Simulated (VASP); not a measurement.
ZnS, 2 atoms in the cell. It takes space group F-43m (No. 216, cubic). Conventional cell: a = 5.404 Å, b = 5.404 Å, c = 5.404 Å, α = 90.00°, β = 90.00°, γ = 90.00°. Within 3.1 Å of Zn (site symmetry -43m) lie 4 S at 2.34 Å. Within 3.1 Å of S (site symmetry -43m) lie 4 Zn at 2.34 Å. 

```yaml
Program: VASP 6.6.1
Task: single point
Functional: PBE
Potentials_or_basis: VASP PAW PBE potentials, release 64 (Zn, S)
Cutoff: 500 eV
k_mesh: 6 × 6 × 6
Occupations: fermi-dirac, width 0.1 eV
Spin: no spin polarisation
Dipole_correction: no
Further_INCAR_settings: ALGO = Normal; EDIFF = 1e-06; NBANDS = 16
```

Potentials or basis: VASP PAW PBE potentials, release 64 (Zn, S).

Run with:

```console
$ cat potpaw_PBE.64/Zn/POTCAR potpaw_PBE.64/S/POTCAR > POTCAR
$ mpirun -np 1 vasp_std > vasp.out
```

Hardware: 1 thread of AMD EPYC 7R13, on a shared host.

Q: How long does it take, and how much memory?

A: Run time: 22 s on 1 thread of AMD EPYC 7R13, on a shared host, peak memory 0.12 GiB. Counts: scf iterations 12, k points 16.
